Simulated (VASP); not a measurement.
# BeTe (F-43m) in VASP: notebook, part 2 of 3

VASP 6.6.1. The steps go on from the part before.

### Step 3. Single point, LDA

This run uses another cell than the first one, of 21.43 Å³/atom, 1.071 times its volume.

INCAR

```
PREC = Accurate ; ENCUT = 520
EDIFF = 1E-6 ; ISMEAR = -1
SIGMA = 0.05 ; LREAL = False
LASPH = True ; NELM = 80
ALGO = Normal ; ISIF = 2
LWAVE = False ; LCHARG = False
NBANDS = 11
```

KPOINTS

```
Automatic mesh
0
Gamma
  8 8 8
```

POSCAR

```
BeTe
1.0
    0.0000000000      2.7774796900      2.7774796900
    2.7774796900      0.0000000000      2.7774796900
    2.7774796900      2.7774796900      0.0000000000
Te Be
1 1
Direct
    0.7500000000      0.7500000000      0.7500000000
    0.0000000000      0.0000000000      0.0000000000
```

Potentials or basis: VASP PAW LDA potentials, release 64 (Te, Be).

Command:

```console
> cat potpaw_LDA.64/Te/POTCAR potpaw_LDA.64/Be/POTCAR > POTCAR
> mpirun -np 1 vasp_std > vasp.out
```

OUTCAR:

```text
PREC = Accurate
   ENCUT = 520
   EDIFF = 1E-6
   ISMEAR = -1
   LREAL = False
   LASPH = True
   NELM = 80
   ISIF = 2

 ion  position               nearest neighbor table
   1  0.750  0.750  0.750-   2 2.41   2 2.41   2 2.41   2 2.41
   2  0.000  0.000  0.000-   1 2.41   1 2.41   1 2.41   1 2.41

  LATTYP: Found a face centered cubic cell.
 ALAT       =     5.5549593800

  Lattice vectors:

 A1 = (   0.0000000000,   2.7774796900,   2.7774796900)
 A2 = (   2.7774796900,   0.0000000000,   2.7774796900)
 A3 = (   2.7774796900,   2.7774796900,   0.0000000000)

Analysis of symmetry for initial positions (statically):
=====================================================================
 Subroutine PRICEL returns:
 Original cell was already a primitive cell.

 Routine SETGRP: Setting up the symmetry group for a
 face centered cubic supercell.

 Subroutine GETGRP returns: Found 24 space group operations
 (whereof 24 operations were pure point group operations)
 out of a pool of 48 trial point group operations.

The static configuration has the point symmetry T_d .

Analysis of symmetry for dynamics (positions and initial velocities):
=====================================================================
 Subroutine PRICEL returns:
 Original cell was already a primitive cell.

 Routine SETGRP: Setting up the symmetry group for a
 face centered cubic supercell.

 Subroutine GETGRP returns: Found 24 space group operations
 (whereof 24 operations were pure point group operations)
 out of a pool of 48 trial point group operations.

The dynamic configuration has the point symmetry T_d .

 Subroutine INISYM returns: Found 24 space group operations
 (whereof 24 operations are pure point group operations),
 and found     1 'primitive' translations

----------------------------------------------------------------------------------------

                                     Primitive cell

  volume of cell :      42.8531

  direct lattice vectors                    reciprocal lattice vectors
     0.000000000  2.777479690  2.777479690    -0.180019318  0.180019318  0.180019318
     2.777479690  0.000000000  2.777479690     0.180019318 -0.180019318  0.180019318
     2.777479690  2.777479690  0.000000000     0.180019318  0.180019318 -0.180019318

  length of vectors
     3.927949447  3.927949447  3.927949447     0.311802605  0.311802605  0.311802605

  position of ions in fractional coordinates (direct lattice)
     0.750000000  0.750000000  0.750000000
     0.000000000  0.000000000  0.000000000

  ion indices of the primitive-cell ions
   primitive index   ion index
                 1           1
                 2           2

----------------------------------------------------------------------------------------

 KPOINTS: Automatic mesh

Automatic generation of k-mesh.
 Grid dimensions read from file:
 generate k-points for:    8    8    8

 Generating k-lattice:

  Cartesian coordinates                     Fractional coordinates (reciprocal lattice)
    -0.022502415  0.022502415  0.022502415     0.125000000  0.000000000  0.000000000
     0.022502415 -0.022502415  0.022502415     0.000000000  0.125000000  0.000000000
     0.022502415  0.022502415 -0.022502415     0.000000000  0.000000000  0.125000000

  Length of vectors
     0.038975326  0.038975326  0.038975326

  Shift w.r.t. Gamma in fractional coordinates (k-lattice)
     0.000000000  0.000000000  0.000000000

 Subroutine IBZKPT returns following result:
 ===========================================

 Found     29 irreducible k-points:

 Following reciprocal coordinates:
            Coordinates               Weight
  0.000000  0.000000  0.000000      1.000000
  0.125000  0.000000  0.000000      8.000000
  0.250000  0.000000  0.000000      8.000000
  0.375000  0.000000  0.000000      8.000000
  0.500000  0.000000  0.000000      4.000000
  0.125000  0.125000  0.000000      6.000000
[... 16 lines left out ...]
  0.500000  0.250000  0.125000     48.000000
 -0.375000  0.250000  0.125000     24.000000
 [... further k-points ...]
   k-points           NKPTS =     29   k-points in BZ     NKDIM =     29   number of bands    NBANDS=     11
   number of dos      NEDOS =    301   number of ions     NIONS =      2
   total plane-waves  NPLWV =  27000
   dimension x,y,z NGX =    30 NGY =   30 NGZ =   30
   dimension x,y,z NGXF=    60 NGYF=   60 NGZF=   60
   ions per type =               1   1
   NGX,Y,Z   is equivalent  to a cutoff of  12.70, 12.70, 12.70 a.u.
   NGXF,Y,Z  is equivalent  to a cutoff of  25.39, 25.39, 25.39 a.u.
 SYSTEM =  unknown system
   PREC   = accura    normal or accurate (medium, high low for compatibility)
   ISTART =      0    job   : 0-new  1-cont  2-samecut
   ICHARG =      2    charge: 1-file 2-atom 10-const
   ISPIN  =      1    spin polarized calculation?
   LNONCOLLINEAR =      F non collinear calculations
   LSORBIT =      F    spin-orbit coupling
   LASPH  =      T    aspherical Exc in radial PAW
   ENCUT  =  520.0 eV  38.22 Ry    6.18 a.u.   7.30  7.30  7.30*2*pi/ulx,y,z
   NELM   =     80;   NELMIN=  2; NELMDL= -5     # of ELM steps
   EDIFF  = 0.1E-05   stopping-criterion for ELM
   LREAL  =      F    real-space projection
   EDIFFG = 0.1E-04   stopping-criterion for IOM
   NSW    =      0    number of steps for IOM
   IBRION =     -1    ionic relax: 0-MD 1-quasi-New 2-CG
   NFREE  =      0    steps in history (QN), initial steepest desc. (CG)
   ISIF   =      2    stress and relaxation
   ISYM   =      2    0-nonsym 1-usesym 2-fastsym
   POTIM  = 0.5000    time-step for ionic-motion
   TEBEG  =    0.0;   TEEND  =   0.0 temperature during run
   PSTRESS=    0.0 pullay stress
   NELECT =       8.0000    total number of electrons
   NUPDOWN=      -1.0000    fix difference up-down
   EMIN   =  10.00;   EMAX   =-10.00  energy-range for DOS
   EFERMI =   0.00;   METHOD = LEGACY
   ISMEAR =    -1;   SIGMA  =   0.05  broadening in eV -4-tet -1-fermi 0-gaus
   EFERMI_NEDOS =   21; number of points for ismear=-14 and -15
   IALGO  =     38    algorithm
   IMIX   =      4    mixing-type and parameters
     AMIX     =   0.40;   BMIX     =  1.00
     AMIX_MAG =   1.60;   BMIX_MAG =  1.00
  volume/ion in A,a.u.               =      21.43       144.59
  Fermi-wavevector in a.u.,A,eV,Ry     =   0.935644  1.768111 11.910942  0.875430
  Thomas-Fermi vector in A             =   2.062572
   LORBIT       =      0    0 simple, 1 ext, 2 COOP (PROOUT), +10 PAW based schemes
   GGA     = CA    functional components
   LHFCALC =     F    Hartree Fock is set to
   AEXX    =    0.0000 exact exchange contribution
   IVDW    =     0    specifies the selected vdW correction
   LEPSILON=     F    determine dielectric tensor
   LRPA    =     F    only Hartree local field effects (RPA)
 non-spin polarized calculation
  energy-cutoff  :      520.00
  volume of cell :       42.85
 maximum number of plane-waves:      1174
 NGX is ok and might be reduce to    30
   NGX = 15   NGY = 15   NGZ = 15

 number of electron       7.9999999 magnetization

 Free energy of the ion-electron system (eV)
  ---------------------------------------------------
  ext. energy  EPLUGINS =         0.00000000
  ---------------------------------------------------
  free energy    TOTEN  =        -8.72651227 eV

  energy without entropy =       -8.72651227  energy(sigma->0) =       -8.72651227

 E-fermi :   6.2918     XC(G=0):  -9.4305

 val. band max:        5.4159489224   @ k =   0.0000   0.0000   0.0000
 cond. band min:       7.1865472266   @ k =   0.5000   0.5000   0.0000
 fundamental gap:      1.7705983043
 Fermi energy:         6.2917880120

 k-point     1 :       0.0000    0.0000    0.0000
  band No.  band energies     occupation
      1      -7.1799      2.00000
      2       5.4159      2.00000
      3       5.4159      2.00000
      4       5.4159      2.00000
      5       8.9655      0.00000
      6       8.9655      0.00000
      7       8.9655      0.00000
      8       9.4455      0.00000
      9      13.6576      0.00000
     10      15.7392      0.00000
     11      15.7392      0.00000
[... 309 lines left out ...]
 k-point    24 :      -0.3750    0.2500    0.1250
  band No.  band energies     occupation
      1      -5.4863      2.00000
      2       0.0658      2.00000
      3       2.3760      2.00000
      4       3.3861      2.00000
      5       9.5361      0.00000
      6       9.8183      0.00000
      7      12.1627      0.00000
      8      13.2211      0.00000
      9      13.8908      0.00000
     10      16.9917      0.00000
     11      17.3491      0.00000

 [... further k-points ...]

------------------------ aborting loop because EDIFF is reached ----------------------------------------

  FORCE on cell =-STRESS in cart. coord.  units (eV):
  Direction    XX          YY          ZZ          XY          YZ          ZX
  --------------------------------------------------------------------------------------
  -------------------------------------------------------------------------------------
  Total        0.0711045      0.0711045      0.0711045     -0.0000000      0.0000000      0.0000000
  in kB        2.6584282      2.6584282      2.6584282     -0.0000000      0.0000000      0.0000000
  external PRESSURE =       2.6584282 kB  Pullay stress =       0.0000000 kB

 VOLUME and BASIS-vectors are now :
 -----------------------------------------------------------------------------
  energy-cutoff  :      520.00
  volume of cell :       42.85
      direct lattice vectors                 reciprocal lattice vectors
     0.000000000  2.777479690  2.777479690    -0.180019318  0.180019318  0.180019318
     2.777479690  0.000000000  2.777479690     0.180019318 -0.180019318  0.180019318
     2.777479690  2.777479690  0.000000000     0.180019318  0.180019318 -0.180019318

 POSITION                                       TOTAL-FORCE (eV/Angst)
 -----------------------------------------------------------------------------------
      4.16622      4.16622      4.16622        -0.000000     -0.000000     -0.000000
      0.00000      0.00000      0.00000         0.000000      0.000000      0.000000
 -----------------------------------------------------------------------------------
    total drift:                               -0.000000     -0.000000     -0.000000

  FREE ENERGIE OF THE ION-ELECTRON SYSTEM (eV)
  ---------------------------------------------------
  free  energy   TOTEN  =        -8.7265122710 eV

  energy  without entropy=       -8.7265122705  energy(sigma->0) =       -8.72651227
```

OSZICAR:

```text
N       E                     dE             d eps       ncg     rms          rms(c)
DAV:   1     0.193692649699E+02    0.19369E+02   -0.32864E+03   638   0.584E+02
DAV:   2    -0.776870016726E+01   -0.27138E+02   -0.26178E+02   841   0.900E+01
DAV:   3    -0.893263558616E+01   -0.11639E+01   -0.11613E+01   842   0.198E+01
DAV:   4    -0.894345129872E+01   -0.10816E-01   -0.10814E-01   722   0.223E+00
DAV:   5    -0.894364776368E+01   -0.19646E-03   -0.19646E-03   780   0.299E-01    0.449E+00
DAV:   6    -0.878081697500E+01    0.16283E+00   -0.17900E-01   716   0.154E+00    0.261E+00
DAV:   7    -0.872722339645E+01    0.53594E-01   -0.13633E-01   743   0.152E+00    0.473E-01
DAV:   8    -0.872645027150E+01    0.77312E-03   -0.65340E-03   694   0.441E-01    0.118E-01
DAV:   9    -0.872650588383E+01   -0.55612E-04   -0.20885E-04   785   0.922E-02    0.487E-02
DAV:  10    -0.872651256474E+01   -0.66809E-05   -0.23902E-05   686   0.233E-02    0.177E-02
DAV:  11    -0.872651227097E+01    0.29377E-06   -0.10563E-06   590   0.594E-03
   1 F= -.87265123E+01 E0= -.87265123E+01  d E =-.478514E-09
```

It took 19 s on 1 thread of Intel Xeon 8259CL, shared host; peak memory 0.15 GiB.

Results:

```
Free energy            : -8.7265 eV
Pressure               : 0.3 GPa
Band gap on the k mesh : 1.77 eV, indirect (least direct gap 3.55 eV)
```

Caveat: spin-orbit coupling is left out, which moves the levels of the heavy elements.

### Step 4. Relaxation of cell and atoms, LDA

This run uses another cell than the first one, of 21.25 Å³/atom, 1.062 times its volume.

INCAR

```
PREC = Accurate
ENCUT = 600
EDIFF = 1E-6
ISMEAR = -1
SIGMA = 0.05
LREAL = False
LASPH = True
NELM = 100
ALGO = Normal
ISIF = 3
LWAVE = False
LCHARG = False
GGA = CA
IBRION = 2
NSW = 80
EDIFFG = -0.02
```

KPOINTS is that of step 3.

POSCAR

```
BeTe
1.0
    0.0000000000      2.7700000000      2.7700000000
    2.7700000000      0.0000000000      2.7700000000
    2.7700000000      2.7700000000      0.0000000000
Te Be
1 1
Direct
    0.7500000000      0.7500000000      0.7500000000
    0.0000000000      0.0000000000      0.0000000000
```

Command:

```console
> cat potpaw_LDA.64/Te/POTCAR potpaw_LDA.64/Be/POTCAR > POTCAR
> mpirun -np 1 vasp_std > vasp.out
```

It took 28 s on 1 thread of Intel Xeon 8259CL, shared host; peak memory 0.16 GiB.

The run converged. Its results:

| Quantity | Value |
| --- | --- |
| Free energy | -8.7267 eV |
| Relaxed volume | 21.51 Å³/atom |
| Relaxed cell | a = 3.933 Å, b = 3.933 Å, c = 3.933 Å, α = 60.00°, β = 60.00°, γ = 60.00° |
| Space group after relaxing (to 0.05 Å) | F-43m (No. 216) |
| Energy gained by relaxing | 0.6 meV/atom |
| Ionic steps | 3 |
| Pressure after relaxing | 0.0 GPa |
| Band gap on the k mesh | 1.78 eV, indirect (least direct gap 3.55 eV) |

Step by step:
```csv
step,energy change (eV),largest force (eV/Å),pressure (GPa),volume (Å³)
1,0.0000,0.0000,0.79,42.51
2,-0.0012,0.0000,-0.19,43.16
3,-0.0013,0.0000,0.00,43.03
```

Final structure:
```yaml
crystal:
  lattice:
    - [0.00000, 2.78122, 2.78122]
    - [2.78122, 0.00000, 2.78122]
    - [2.78122, 2.78122, 0.00000]
  atoms:
    - { symbol: Te, position: [0.75000, 0.75000, 0.75000] }
    - { symbol: Be, position: [0.00000, 0.00000, 0.00000] }
```

Levels at points of the mesh, in eV from the valence-band top:
```csv
k point,band 2,band 3,band 4,band 5,band 6,band 7
"(0.00, 0.00, 0.00)",0.00,0.00,0.00,3.55,3.55,3.55
"(0.50, 0.00, 0.00)",-5.77,-1.19,-1.19,3.15,4.54,4.54
"(0.50, 0.50, 0.00)",-5.28,-2.79,-2.79,1.78,2.60,9.83
```

Caveat: spin-orbit coupling is left out, which moves the levels of the heavy elements. Expect the measured gap to be larger: semilocal functionals such as LDA lack the derivative discontinuity.

[end of part 2 of 3]
